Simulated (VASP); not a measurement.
# Pb (P6_3/mmc) in VASP: a series of runs

The runs below take Pb through single point, with PBE.

All numbers are computed with VASP 6.6.1; they aren't measurements. Logs are shortened: lines on timing, memory, paths and dates and some standing lists are left out, and cuts for length are marked.

### 1 The cell of the first run

The structure is hexagonal, space group P6_3/mmc (No. 194). Conventional cell: a = 3.457 Å, b = 3.457 Å, c = 5.668 Å, α = 90.00°, β = 90.00°, γ = 120.00°. Within 4.5 Å of Pb (site symmetry -6m2) lie 12 Pb at 3.46 to 3.47 Å.

This isn't the form of Pb at room conditions, which is fcc.

### 2 Single point, PBE (29.33 Å³/atom)

Contents of INCAR:

```
ALGO = Normal
EDIFF = 1E-7
ENCUT = 520
GGA = PE
ISIF = 2
ISMEAR = -1
LASPH = T
LCHARG = F
LREAL = F
LWAVE = F
NBANDS = 21
NELM = 80
PREC = Accurate
SIGMA = 0.1
```

Contents of KPOINTS:

```
k-points
0
Gamma
  12 12 6
```

Contents of POSCAR:

```
Pb
1.0
    3.4567722848      0.0000000000      0.0000000000
   -1.7283861424      2.9936526137      0.0000000000
    0.0000000000      0.0000000000      5.6681779464
Pb
2
Direct
    0.3333333333      0.6666666667      0.2500000000
    0.6666666667      0.3333333333      0.7500000000
```

Potentials or basis: VASP PAW PBE potentials, release 64 (Pb_d).

Launch:

```console
cat potpaw_PBE.64/Pb_d/POTCAR > POTCAR
mpirun -np 1 vasp_std > vasp.out
```

OUTCAR:

```text
EDIFF = 1E-7
   ENCUT = 520
   GGA = PE
   ISIF = 2
   ISMEAR = -1
   LASPH = T
   LREAL = F
   NELM = 80
   PREC = Accurate

 ion  position               nearest neighbor table
   1  0.333  0.667  0.250-   2 3.47   2 3.47   2 3.47   2 3.47   2 3.47   2 3.47
   2  0.667  0.333  0.750-   1 3.47   1 3.47   1 3.47   1 3.47   1 3.47   1 3.47

  LATTYP: Found a hexagonal cell.
 ALAT       =     3.4567722848
 C/A-ratio  =     1.6397313677

  Lattice vectors:

 A1 = (   3.4567722848,   0.0000000000,   0.0000000000)
 A2 = (  -1.7283861424,   2.9936526137,   0.0000000000)
 A3 = (   0.0000000000,   0.0000000000,   5.6681779464)

Analysis of symmetry for initial positions (statically):
=====================================================================
 Subroutine PRICEL returns:
 Original cell was already a primitive cell.

 Routine SETGRP: Setting up the symmetry group for a
 hexagonal supercell.

 Subroutine GETGRP returns: Found 24 space group operations
 (whereof 12 operations were pure point group operations)
 out of a pool of 24 trial point group operations.

The static configuration has the point symmetry D_3d.
 The point group associated with its full space group is D_6h.

Analysis of symmetry for dynamics (positions and initial velocities):
=====================================================================
 Subroutine PRICEL returns:
 Original cell was already a primitive cell.

 Routine SETGRP: Setting up the symmetry group for a
 hexagonal supercell.

 Subroutine GETGRP returns: Found 24 space group operations
 (whereof 12 operations were pure point group operations)
 out of a pool of 24 trial point group operations.

The dynamic configuration has the point symmetry D_3d.
 The point group associated with its full space group is D_6h.

 Subroutine INISYM returns: Found 24 space group operations
 (whereof 12 operations are pure point group operations),
 and found     1 'primitive' translations

----------------------------------------------------------------------------------------

                                     Primitive cell

  volume of cell :      58.6564

  direct lattice vectors                    reciprocal lattice vectors
     3.456772285  0.000000000  0.000000000     0.289287207  0.167020047  0.000000000
    -1.728386142  2.993652614  0.000000000     0.000000000  0.334040094  0.000000000
     0.000000000  0.000000000  5.668177946     0.000000000  0.000000000  0.176423537

[... 79 lines left out ...]
   LSORBIT =      F    spin-orbit coupling
   LASPH  =      T    aspherical Exc in radial PAW
   ENCUT  =  520.0 eV  38.22 Ry    6.18 a.u.   6.43  6.43 10.54*2*pi/ulx,y,z
   NELM   =     80;   NELMIN=  2; NELMDL= -5     # of ELM steps
   EDIFF  = 0.1E-06   stopping-criterion for ELM
   LREAL  =      F    real-space projection
   EDIFFG = 0.1E-05   stopping-criterion for IOM
   NSW    =      0    number of steps for IOM
   IBRION =     -1    ionic relax: 0-MD 1-quasi-New 2-CG
   NFREE  =      0    steps in history (QN), initial steepest desc. (CG)
   ISIF   =      2    stress and relaxation
   ISYM   =      2    0-nonsym 1-usesym 2-fastsym
   POTIM  = 0.5000    time-step for ionic-motion
   TEBEG  =    0.0;   TEEND  =   0.0 temperature during run
   PSTRESS=    0.0 pullay stress
   NELECT =      28.0000    total number of electrons
   NUPDOWN=      -1.0000    fix difference up-down
   EMIN   =  10.00;   EMAX   =-10.00  energy-range for DOS
   EFERMI =   0.00;   METHOD = LEGACY
   ISMEAR =    -1;   SIGMA  =   0.10  broadening in eV -4-tet -1-fermi 0-gaus
   EFERMI_NEDOS =   21; number of points for ismear=-14 and -15
   IALGO  =     38    algorithm
   IMIX   =      4    mixing-type and parameters
     AMIX     =   0.40;   BMIX     =  1.00
     AMIX_MAG =   1.60;   BMIX_MAG =  1.00
  volume/ion in A,a.u.               =      29.33       197.92
  Fermi-wavevector in a.u.,A,eV,Ry     =   1.279447  2.417804 22.272527  1.636985
  Thomas-Fermi vector in A             =   2.411932
   LORBIT       =      0    0 simple, 1 ext, 2 COOP (PROOUT), +10 PAW based schemes
   GGA     = PE    functional components
   LHFCALC =     F    Hartree Fock is set to
   AEXX    =    0.0000 exact exchange contribution
   IVDW    =     0    specifies the selected vdW correction
   LEPSILON=     F    determine dielectric tensor
   LRPA    =     F    only Hartree local field effects (RPA)
 non-spin polarized calculation
  energy-cutoff  :      520.00
  volume of cell :       58.66
 maximum number of plane-waves:      1605
 NGX is ok and might be reduce to    28
   NGX = 13   NGY = 13   NGZ = 21

 number of electron      28.0000007 magnetization

 Free energy of the ion-electron system (eV)
  ---------------------------------------------------
  ext. energy  EPLUGINS =         0.00000000
  ---------------------------------------------------
  free energy    TOTEN  =        -7.06538863 eV

  energy without entropy =       -7.02934704  energy(sigma->0) =       -7.04736783

 E-fermi :   7.6541     XC(G=0): -10.3484

 val. band max:        7.6471883448   @ k =   0.2500   0.2500   0.5000
 cond. band min:       7.7576337523   @ k =   0.3333   0.2500   0.3333
 fundamental gap:      0.1104454075
 Fermi energy:         7.6540746912

 k-point     1 :       0.0000    0.0000    0.0000
  band No.  band energies     occupation
      1      -9.4845      2.00000
      2      -9.4495      2.00000
      3      -9.4219      2.00000
      4      -9.4219      2.00000
      5      -9.3988      2.00000
      6      -9.3988      2.00000
[... 565 lines left out ...]
     20      15.8060      0.00000
     21      17.4925      0.00000

 [... further k-points ...]

------------------------ aborting loop because EDIFF is reached ----------------------------------------

  FORCE on cell =-STRESS in cart. coord.  units (eV):
  Direction    XX          YY          ZZ          XY          YZ          ZX
  --------------------------------------------------------------------------------------
  -------------------------------------------------------------------------------------
  Total        1.3767419      1.3767419      1.4611346      0.0000000      0.0000000      0.0000000
  in kB       37.6051622     37.6051622     39.9103139      0.0000000      0.0000000      0.0000000
  external PRESSURE =      38.3735461 kB  Pullay stress =       0.0000000 kB

 VOLUME and BASIS-vectors are now :
 -----------------------------------------------------------------------------
  energy-cutoff  :      520.00
  volume of cell :       58.66
      direct lattice vectors                 reciprocal lattice vectors
     3.456772285  0.000000000  0.000000000     0.289287207  0.167020047  0.000000000
    -1.728386142  2.993652614  0.000000000     0.000000000  0.334040094  0.000000000
     0.000000000  0.000000000  5.668177946     0.000000000  0.000000000  0.176423537

 POSITION                                       TOTAL-FORCE (eV/Angst)
 -----------------------------------------------------------------------------------
     -0.00000      1.99577      1.41704         0.000000     -0.000000      0.000000
      1.72839      0.99788      4.25113        -0.000000      0.000000      0.000000
 -----------------------------------------------------------------------------------
    total drift:                               -0.000000      0.000000      0.000000

  FREE ENERGIE OF THE ION-ELECTRON SYSTEM (eV)
  ---------------------------------------------------
  free  energy   TOTEN  =        -7.0653886270 eV

  energy  without entropy=       -7.0293470375  energy(sigma->0) =       -7.04736783
```

OSZICAR:

```text
N       E                     dE             d eps       ncg     rms          rms(c)
DAV:   1     0.298670743283E+03    0.29867E+03   -0.14340E+04  3200   0.166E+03
DAV:   2     0.146715083638E+02   -0.28400E+03   -0.27730E+03  3212   0.411E+02
DAV:   3    -0.639900386322E+01   -0.21071E+02   -0.20776E+02  3874   0.139E+02
DAV:   4    -0.705998265820E+01   -0.66098E+00   -0.66061E+00  3826   0.275E+01
DAV:   5    -0.709180429932E+01   -0.31822E-01   -0.31821E-01  4405   0.558E+00    0.795E-01
DAV:   6    -0.707107849079E+01    0.20726E-01   -0.39359E-02  4355   0.266E+00    0.392E-01
DAV:   7    -0.706561132466E+01    0.54672E-02   -0.15079E-02  4417   0.166E+00    0.127E-01
DAV:   8    -0.706540187719E+01    0.20945E-03   -0.11447E-03  4350   0.456E-01    0.162E-02
DAV:   9    -0.706538921156E+01    0.12666E-04   -0.49268E-05  4244   0.108E-01    0.710E-03
DAV:  10    -0.706538861599E+01    0.59558E-06   -0.33850E-06  4077   0.149E-02    0.722E-04
DAV:  11    -0.706538862701E+01   -0.11027E-07   -0.21052E-07  3016   0.554E-03
   1 F= -.70653886E+01 E0= -.70473678E+01  d E =-.360416E-01
```

Wall time 2.4 min (1 thread of Intel Xeon 8259CL, shared host); peak memory 0.22 GiB.

What came out:

| Item | Value |
| --- | --- |
| Free energy | -7.0654 eV |
| Pressure | 3.8 GPa |
| Band gap on the k mesh | zero (bands 14 and 15 overlap by 8.16 eV) |

Stress tensor (GPa, compression positive):
```
3.76 0.00 0.00
0.00 3.76 0.00
0.00 0.00 3.99
```

Caveat: the cell stands under pressure; spin-orbit coupling is left out, which moves the levels of the heavy elements.

### 3 Single point, PBE (30.60 Å³/atom)

This run uses another cell than the first one, of 30.60 Å³/atom.

Contents of INCAR:

```
PREC     = Accurate       # precision mode
ENCUT    = 520            # plane-wave cutoff, eV
EDIFF    = 1E-6           # SCF threshold, eV
ISMEAR   = -1             # smearing method
SIGMA    = 0.1            # smearing width, eV
LREAL    = F              # projectors in reciprocal space
LASPH    = T              # aspherical terms in the spheres
NELM     = 80             # most SCF steps
ALGO     = Normal         # electronic algorithm
ISIF     = 2              # what is computed and relaxed
LWAVE    = F              # write WAVECAR
LCHARG   = T              # write CHGCAR
GGA      = PE             # functional
LELF     = T              # ELF
LVHAR    = T            
NBANDS   = 21             # bands
```

Contents of KPOINTS:

```
regular mesh
0
Gamma
  12 12 6
```

Contents of POSCAR:

```
Pb
1.0
    3.5061614187      0.0000000000      0.0000000000
   -1.7530807094      3.0364248584      0.0000000000
    0.0000000000      0.0000000000      5.7491628585
Pb
2
Direct
    0.3333333333      0.6666666667      0.2500000000
    0.6666666667      0.3333333333      0.7500000000
```

Potentials or basis: VASP PAW PBE potentials, release 64 (Pb_d).

Launch:

```console
cat potpaw_PBE.64/Pb_d/POTCAR > POTCAR
mpirun -np 1 vasp_std > vasp.out
```

Run time: 2.5 min. Hardware: 1 thread of Intel Xeon 8259CL, shared host; peak memory 0.23 GiB.

The run converged. Its results:

- Free energy: -7.1095 eV
- Pressure: 1.6 GPa
- Band gap on the k mesh: zero (bands 14 and 15 overlap by 7.80 eV)

Stress tensor (GPa, compression positive):
```
1.54 0.00 0.00
0.00 1.54 0.00
0.00 0.00 1.82
```

Levels at points of the mesh, in eV from the Fermi level:
```csv
k point,band 11,band 12,band 13,band 14,band 15,band 16,band 17,band 18
"(0.00, 0.00, 0.00)",-11.69,-8.15,-4.16,5.57,5.57,7.31,7.31,7.40
"(0.50, 0.00, 0.00)",-8.28,-7.11,-2.93,-1.51,-0.48,1.73,2.08,5.53
"(0.00, 0.00, 0.50)",-10.51,-10.51,0.69,0.69,6.39,6.39,6.39,6.39
"(0.50, 0.00, 0.50)",-7.53,-7.53,-3.64,-3.64,3.41,3.41,3.47,3.47
```

Caveat: spin-orbit coupling is left out, which moves the levels of the heavy elements.

The gap in the log of VASP goes by the Fermi energy; the results here count the filled bands.